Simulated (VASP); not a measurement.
# TlBr (Pm-3m) in VASP: relaxation of cell and atoms with PBE+D3(BJ)

Aim: the relaxation of cell and atoms of TlBr with PBE+D3(BJ).

All numbers are computed with VASP 6.6.1; they aren't measurements. Logs are shortened: lines on timing, memory, paths and dates and some standing lists are left out, and cuts for length are marked.

## (1) The cell of the first run

It takes space group Pm-3m (No. 221, cubic). The conventional cell has a = 3.980 Å, b = 3.980 Å, c = 3.980 Å, α = 90.00°, β = 90.00°, γ = 90.00°. Tl (site symmetry m-3m) has 8 Br at 3.45 Å and 6 Tl at 3.98 Å within 4.5 Å. Within 4.5 Å of Br (site symmetry m-3m) lie 8 Tl at 3.45 Å and 6 Br at 3.98 Å.

## (2) Relaxation of cell and atoms, PBE+D3(BJ)

INCAR

```
SYSTEM = TlBr
PREC = Accurate ; ENCUT = 500
EDIFF = 1E-7 ; ISMEAR = 0
SIGMA = 0.01 ; LREAL = .FALSE.
LASPH = .TRUE. ; NELM = 120
ALGO = Normal ; ISIF = 3
LWAVE = .FALSE. ; LCHARG = .FALSE.
GGA = PE ; IVDW = 12
IBRION = 2 ; NSW = 80
EDIFFG = -0.001 ; GGA_COMPAT = .FALSE.
NELMIN = 4
```

KPOINTS

```
regular mesh
0
G
  8 8 8
  0 0 0
```

POSCAR

```
TlBr
1.0
    3.9800000000      0.0000000000      0.0000000000
    0.0000000000      3.9800000000      0.0000000000
    0.0000000000      0.0000000000      3.9800000000
Tl Br
1 1
Direct
    0.0000000000      0.0000000000      0.0000000000
    0.5000000000      0.5000000000      0.5000000000
```

Potentials or basis: VASP PAW PBE potentials, release 64 (Tl_d, Br).

Command:

```console
> cat potpaw_PBE.64/Tl_d/POTCAR potpaw_PBE.64/Br/POTCAR > POTCAR
> mpirun -np 1 vasp_std > vasp.out
```

OUTCAR:

```text
SYSTEM = TlBr
   PREC = Accurate
   ENCUT = 500
   EDIFF = 1E-7
   ISMEAR = 0
   LREAL = .FALSE.
   LASPH = .TRUE.
   NELM = 120
   ISIF = 3
   GGA = PE
   IVDW = 12
   IBRION = 2
   NSW = 80
   EDIFFG = -0.001
   NELMIN = 4
 IVDW          = 12

 ion  position               nearest neighbor table
   1  0.000  0.000  0.000-   2 3.45   2 3.45   2 3.45   2 3.45   2 3.45   2 3.45   2 3.45   2 3.45

   2  0.500  0.500  0.500-   1 3.45   1 3.45   1 3.45   1 3.45   1 3.45   1 3.45   1 3.45   1 3.45

  LATTYP: Found a simple cubic cell.
 ALAT       =     3.9800000000

  Lattice vectors:

 A1 = (   3.9800000000,   0.0000000000,   0.0000000000)
 A2 = (   0.0000000000,   3.9800000000,   0.0000000000)
 A3 = (   0.0000000000,   0.0000000000,   3.9800000000)

Analysis of symmetry for initial positions (statically):
=====================================================================
 Subroutine PRICEL returns:
 Original cell was already a primitive cell.

 Routine SETGRP: Setting up the symmetry group for a
 simple cubic supercell.

 Subroutine GETGRP returns: Found 48 space group operations
 (whereof 48 operations were pure point group operations)
 out of a pool of 48 trial point group operations.

The static configuration has the point symmetry O_h .

Analysis of symmetry for dynamics (positions and initial velocities):
=====================================================================
 Subroutine PRICEL returns:
 Original cell was already a primitive cell.

 Routine SETGRP: Setting up the symmetry group for a
 simple cubic supercell.

 Subroutine GETGRP returns: Found 48 space group operations
 (whereof 48 operations were pure point group operations)
 out of a pool of 48 trial point group operations.

The dynamic configuration has the point symmetry O_h .

 Subroutine INISYM returns: Found 48 space group operations
 (whereof 48 operations are pure point group operations),
 and found     1 'primitive' translations

----------------------------------------------------------------------------------------

                                     Primitive cell

  volume of cell :      63.0448

  direct lattice vectors                    reciprocal lattice vectors
     3.980000000  0.000000000  0.000000000     0.251256281  0.000000000  0.000000000
     0.000000000  3.980000000  0.000000000     0.000000000  0.251256281  0.000000000
     0.000000000  0.000000000  3.980000000     0.000000000  0.000000000  0.251256281

  length of vectors
     3.980000000  3.980000000  3.980000000     0.251256281  0.251256281  0.251256281

  position of ions in fractional coordinates (direct lattice)
     0.000000000  0.000000000  0.000000000
     0.500000000  0.500000000  0.500000000

  ion indices of the primitive-cell ions
   primitive index   ion index
                 1           1
                 2           2

----------------------------------------------------------------------------------------

 KPOINTS: regular mesh

Automatic generation of k-mesh.
 Grid dimensions read from file:
 generate k-points for:    8    8    8

 Generating k-lattice:

  Cartesian coordinates                     Fractional coordinates (reciprocal lattice)
     0.031407035  0.000000000  0.000000000     0.125000000  0.000000000  0.000000000
     0.000000000  0.031407035  0.000000000     0.000000000  0.125000000  0.000000000
     0.000000000  0.000000000  0.031407035     0.000000000  0.000000000  0.125000000

  Length of vectors
     0.031407035  0.031407035  0.031407035

  Shift w.r.t. Gamma in fractional coordinates (k-lattice)
     0.000000000  0.000000000  0.000000000

 Subroutine IBZKPT returns following result:
 ===========================================

 Found     35 irreducible k-points:

 Following reciprocal coordinates:
            Coordinates               Weight
  0.000000  0.000000  0.000000      1.000000
  0.125000  0.000000  0.000000      6.000000
  0.250000  0.000000  0.000000      6.000000
  0.375000  0.000000  0.000000      6.000000
  0.500000  0.000000  0.000000      3.000000
  0.125000  0.125000  0.000000     12.000000
[... 16 lines left out ...]
  0.375000  0.375000  0.125000     24.000000
  0.500000  0.375000  0.125000     24.000000
 [... further k-points ...]
   k-points           NKPTS =     35   k-points in BZ     NKDIM =     35   number of bands    NBANDS=     14
   number of dos      NEDOS =    301   number of ions     NIONS =      2
   total plane-waves  NPLWV =  27000
   dimension x,y,z NGX =    30 NGY =   30 NGZ =   30
   dimension x,y,z NGXF=    60 NGYF=   60 NGZF=   60
   ions per type =               1   1
   NGX,Y,Z   is equivalent  to a cutoff of  12.53, 12.53, 12.53 a.u.
   NGXF,Y,Z  is equivalent  to a cutoff of  25.06, 25.06, 25.06 a.u.
 SYSTEM =  TlBr
   PREC   = accura    normal or accurate (medium, high low for compatibility)
   ISTART =      0    job   : 0-new  1-cont  2-samecut
   ICHARG =      2    charge: 1-file 2-atom 10-const
   ISPIN  =      1    spin polarized calculation?
   LNONCOLLINEAR =      F non collinear calculations
   LSORBIT =      F    spin-orbit coupling
   LASPH  =      T    aspherical Exc in radial PAW
   ENCUT  =  500.0 eV  36.75 Ry    6.06 a.u.   7.26  7.26  7.26*2*pi/ulx,y,z
   NELM   =    120;   NELMIN=  4; NELMDL= -5     # of ELM steps
   EDIFF  = 0.1E-06   stopping-criterion for ELM
   LREAL  =      F    real-space projection
   EDIFFG = -.1E-02   stopping-criterion for IOM
   NSW    =     80    number of steps for IOM
   IBRION =      2    ionic relax: 0-MD 1-quasi-New 2-CG
   NFREE  =      1    steps in history (QN), initial steepest desc. (CG)
   ISIF   =      3    stress and relaxation
   ISYM   =      2    0-nonsym 1-usesym 2-fastsym
   POTIM  = 0.5000    time-step for ionic-motion
   TEBEG  =    0.0;   TEEND  =   0.0 temperature during run
   PSTRESS=    0.0 pullay stress
   NELECT =      20.0000    total number of electrons
   NUPDOWN=      -1.0000    fix difference up-down
   EMIN   =  10.00;   EMAX   =-10.00  energy-range for DOS
   EFERMI =   0.00;   METHOD = LEGACY
   ISMEAR =     0;   SIGMA  =   0.01  broadening in eV -4-tet -1-fermi 0-gaus
   EFERMI_NEDOS =   21; number of points for ismear=-14 and -15
   IALGO  =     38    algorithm
   IMIX   =      4    mixing-type and parameters
     AMIX     =   0.40;   BMIX     =  1.00
     AMIX_MAG =   1.60;   BMIX_MAG =  1.00
  volume/ion in A,a.u.               =      31.52       212.72
  Fermi-wavevector in a.u.,A,eV,Ry     =   1.116525  2.109926 16.961403  1.246628
  Thomas-Fermi vector in A             =   2.253140
   LORBIT       =      0    0 simple, 1 ext, 2 COOP (PROOUT), +10 PAW based schemes
   GGA     = PE    functional components
   LHFCALC =     F    Hartree Fock is set to
   AEXX    =    0.0000 exact exchange contribution
   IVDW    =    12    specifies the selected vdW correction
   LEPSILON=     F    determine dielectric tensor
   LRPA    =     F    only Hartree local field effects (RPA)
 conjugate gradient relaxation of ions
 non-spin polarized calculation
 Gauss-broadening in eV      SIGMA  =   0.01
  energy-cutoff  :      500.00
  volume of cell :       63.04
 maximum number of plane-waves:      1628
 NGX is ok and might be reduce to    30
   NGX = 15   NGY = 15   NGZ = 15

--------------------------------------- Ionic step        1  -------------------------------------------

 number of electron      20.0000005 magnetization

 Free energy of the ion-electron system (eV)
  ---------------------------------------------------
  ext. energy  EPLUGINS =         0.00000000
  ---------------------------------------------------
  free energy    TOTEN  =        -5.53270097 eV

  energy without entropy =       -5.53270097  energy(sigma->0) =       -5.53270097

------------------------ aborting loop because EDIFF is reached ----------------------------------------

 Edisp (eV)   -0.54797

 E8    (eV) :    -0.2574

  FORCE on cell =-STRESS in cart. coord.  units (eV):
  Direction    XX          YY          ZZ          XY          YZ          ZX
  --------------------------------------------------------------------------------------
  -------------------------------------------------------------------------------------
  Total      -0.01193    -0.01193    -0.01193    -0.00000    -0.00000     0.00000
  in kB      -0.30318    -0.30318    -0.30318    -0.00000    -0.00000     0.00000
  external pressure =       -0.30 kB  Pullay stress =        0.00 kB
[... 101 lines left out ...]
  energy  without entropy=       -6.0806764819  energy(sigma->0) =       -6.08067648

--------------------------------------- Ionic step        4  -------------------------------------------

 number of electron      20.0000005 magnetization

 Free energy of the ion-electron system (eV)
  ---------------------------------------------------
  ext. energy  EPLUGINS =         0.00000000
  ---------------------------------------------------
  free energy    TOTEN  =        -5.53178186 eV

  energy without entropy =       -5.53178186  energy(sigma->0) =       -5.53178186

 E-fermi :   2.4587     XC(G=0):  -8.9786

 val. band max:        2.4026172266   @ k =   0.5000   0.0000   0.0000
 cond. band min:       4.2594665267   @ k =   0.5000   0.0000   0.0000
 fundamental gap:      1.8568493001
 Fermi energy:         2.4587095508

 k-point     1 :       0.0000    0.0000    0.0000
  band No.  band energies     occupation
      1     -11.3438      2.00000
      2      -7.7052      2.00000
      3      -7.7052      2.00000
      4      -7.5276      2.00000
      5      -7.5276      2.00000
      6      -7.5276      2.00000
      7      -2.2502      2.00000
      8       1.0915      2.00000
      9       1.0915      2.00000
     10       1.0915      2.00000
     11       9.4129      0.00000
     12       9.4129      0.00000
     13       9.6392      0.00000
     14       9.6392      0.00000
[... 375 lines left out ...]
 k-point    24 :       0.5000    0.3750    0.1250
  band No.  band energies     occupation
      1     -10.9842      2.00000
      2      -7.6143      2.00000
      3      -7.5933      2.00000
      4      -7.5771      2.00000
      5      -7.5465      2.00000
      6      -7.4933      2.00000
      7      -1.8262      2.00000
      8      -0.2170      2.00000
      9       0.2943      2.00000
     10       1.4325      2.00000
     11       6.5579      0.00000
     12       6.7219      0.00000
     13       8.6435      0.00000
     14      10.9302      0.00000

 [... further k-points ...]

------------------------ aborting loop because EDIFF is reached ----------------------------------------

 Edisp (eV)   -0.54890

 E8    (eV) :    -0.2579

  FORCE on cell =-STRESS in cart. coord.  units (eV):
  Direction    XX          YY          ZZ          XY          YZ          ZX
  --------------------------------------------------------------------------------------
  -------------------------------------------------------------------------------------
  Total      -0.00004    -0.00004    -0.00004     0.00000     0.00000     0.00000
  in kB      -0.00105    -0.00105    -0.00105     0.00000     0.00000     0.00000
  external pressure =       -0.00 kB  Pullay stress =        0.00 kB
[... 17 lines left out ...]
  FREE ENERGIE OF THE ION-ELECTRON SYSTEM (eV)
  ---------------------------------------------------
  free  energy   TOTEN  =        -6.0806786858 eV

  energy  without entropy=       -6.0806786858  energy(sigma->0) =       -6.08067869

 reached required accuracy - stopping structural energy minimisation
```

Run time: 22 s. Hardware: 1 thread of AMD EPYC 9R45 (Zen 5), shared host; peak memory 0.16 GiB.

Results:

| Quantity | Value |
| --- | --- |
| Free energy | -6.0807 eV |
| Relaxed volume | 31.46 Å³/atom |
| Relaxed cell | a = 3.977 Å, b = 3.977 Å, c = 3.977 Å, α = 90.00°, β = 90.00°, γ = 90.00° |
| Space group after relaxing (to 0.05 Å) | Pm-3m (No. 221) |
| Energy gained by relaxing | 0.0 meV/atom |
| Ionic steps | 4 |
| Pressure after relaxing | 0.0 GPa |
| Band gap on the k mesh | 1.86 eV, direct |
| Dispersion energy per atom | -0.274 eV |

Final structure:
```cif
data_structure
_symmetry_space_group_name_H-M 'P 1'
_symmetry_Int_Tables_number 1
_cell_length_a 3.9775
_cell_length_b 3.9775
_cell_length_c 3.9775
_cell_angle_alpha 90.000
_cell_angle_beta 90.000
_cell_angle_gamma 90.000
_cell_volume 62.92
loop_
_atom_site_label
_atom_site_type_symbol
_atom_site_fract_x
_atom_site_fract_y
_atom_site_fract_z
_atom_site_occupancy
Tl1 Tl 0.00000 0.00000 0.00000 1
Br1 Br 0.50000 0.50000 0.50000 1
```

Caveat: spin-orbit coupling is left out, which moves the levels of the heavy elements. A hybrid or GW would open this gap; PBE tends to underestimate it.
